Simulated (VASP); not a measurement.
# SnO: single point with PBE

SnO:

```xyz
4
Lattice="3.8682 0.0000 0.0000 0.0000 3.8682 0.0000 0.0000 0.0000 5.0673" Properties=species:S:1:pos:R:3 pbc="T T T"
Sn    0.0000    1.9341    1.1591
Sn    1.9341    0.0000    3.9082
O     0.0000    0.0000   -0.1200
O     1.9341    1.9341    0.1200
```

This cell differs from its parent crystal: atoms displaced along a vibrational mode.

* Program: VASP 6.6.1
* Task: single point
* Functional: PBE
* Potentials or basis: VASP PAW PBE potentials, release 64 (Sn_d, O)
* Cutoff: 520 eV
* k mesh: 10 × 10 × 8
* Occupations: gaussian, width 0.05 eV
* Spin: no spin polarisation
* Dipole correction: no
* Further INCAR settings: ALGO = Normal; EDIFF = 1e-06; NBANDS = 28

| Property | Result |
| --- | --- |
| Pressure | 0.6 GPa |
| Largest force | 0.773 eV/Å |
| Band gap on the k mesh | 0.48 eV (least direct gap 1.94 eV) |

Forces in eV/Å, atoms in the order of the input:
```
Sn   0.000  0.000  0.214
Sn   0.000  0.000 -0.214
O    0.000  0.000  0.773
O    0.000  0.000 -0.773
```

Stress tensor (GPa, compression positive):
```
 3.82  0.00  0.00
 0.00 -2.53  0.00
 0.00  0.00  0.56
```

Levels at points of the mesh, in eV from the valence-band top:
| k point | band 17 | band 18 | band 19 | band 20 | band 21 | band 22 | band 23 | band 24 |
| --- | --- | --- | --- | --- | --- | --- | --- | --- |
| (0.00, 0.00, 0.00) | -3.23 | -3.20 | -2.67 | -0.01 | 1.93 | 4.08 | 4.79 | 5.11 |
| (0.50, 0.00, 0.00) | -4.26 | -4.26 | -2.35 | -2.35 | 3.54 | 3.54 | 5.51 | 5.51 |
| (0.00, 0.50, 0.00) | -4.71 | -4.71 | -2.19 | -2.19 | 2.51 | 2.51 | 5.63 | 5.63 |
| (0.50, 0.50, 0.00) | -2.40 | -2.40 | -1.60 | -1.60 | 0.48 | 0.48 | 4.63 | 4.63 |
| (0.00, 0.00, 0.50) | -3.27 | -3.25 | -2.66 | -1.89 | 1.70 | 3.06 | 3.69 | 3.77 |
| (0.50, 0.00, 0.50) | -4.23 | -4.23 | -1.62 | -1.62 | 2.67 | 2.67 | 5.15 | 5.15 |
| (0.00, 0.50, 0.50) | -4.68 | -4.68 | -1.41 | -1.41 | 2.28 | 2.28 | 5.85 | 5.85 |
| (0.50, 0.50, 0.50) | -2.66 | -2.66 | -1.92 | -1.92 | 2.49 | 2.49 | 3.88 | 3.88 |

It took 8.5 min on 1 thread of Intel Xeon 8259CL, with other jobs on the host, peak memory 0.41 GiB.

Caveat: the cell differs from its parent crystal (atoms displaced along a vibrational mode); the stress differs along the axes, from -3 to 4 GPa; semilocal functionals underestimate gaps, and a narrow one can read as zero; spin-orbit coupling is left out, which moves the levels of the heavy elements. A k mesh can miss the band edges.
